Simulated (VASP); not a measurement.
A run of VASP 6.6.1 is set up as follows.

File INCAR:

```
PREC = Accurate
ENCUT = 520
EDIFF = 1E-6
ISMEAR = 0
SIGMA = 0.1
LREAL = F
LASPH = T
NELM = 80
ALGO = Normal
ISIF = 2
LWAVE = F
LCHARG = T
GGA = PE
LELF = T
LVHAR = T
NBANDS = 18
ISYM = 0
```

The input KPOINTS:

```
regular mesh
0
Gamma
  11 8 12
```

File POSCAR:

```
Si2W
1.0
    3.2289953280      0.0000000000      0.0000000000
   -1.6144976640      4.2518642305      0.0000000000
    0.0000000000      1.2260987490      2.9871546136
Si W
2 1
Direct
    0.6654255994      0.3308511988      0.3345744006
    0.3345744006      0.6691488012      0.6654255994
    0.0000000000      0.0000000000      0.0000000000
```

Potentials or basis: VASP PAW PBE potentials, release 64 (Si, W_sv).

The run is started by

```sh
$ cat potpaw_PBE.64/Si/POTCAR potpaw_PBE.64/W_sv/POTCAR > POTCAR
$ mpirun -np 1 vasp_std > vasp.out
```

Problem. Predict the largest force.

Solution. 0.021 eV/Å.

Problem. What does it give for the band gap on the k mesh?

Solution. Zero (band 11 reaches 12.44 eV, above the bottom of band 12 at 11.21 eV).

Problem. Predict the pressure.

Solution. 0.1 GPa.

Forces in eV/Å, atoms in the order of the input:
```
Si  -0.001  0.020 -0.007
Si   0.001 -0.020  0.007
W    0.000  0.000  0.000
```

Caveat: spin-orbit coupling is left out, which moves the levels of the heavy elements.
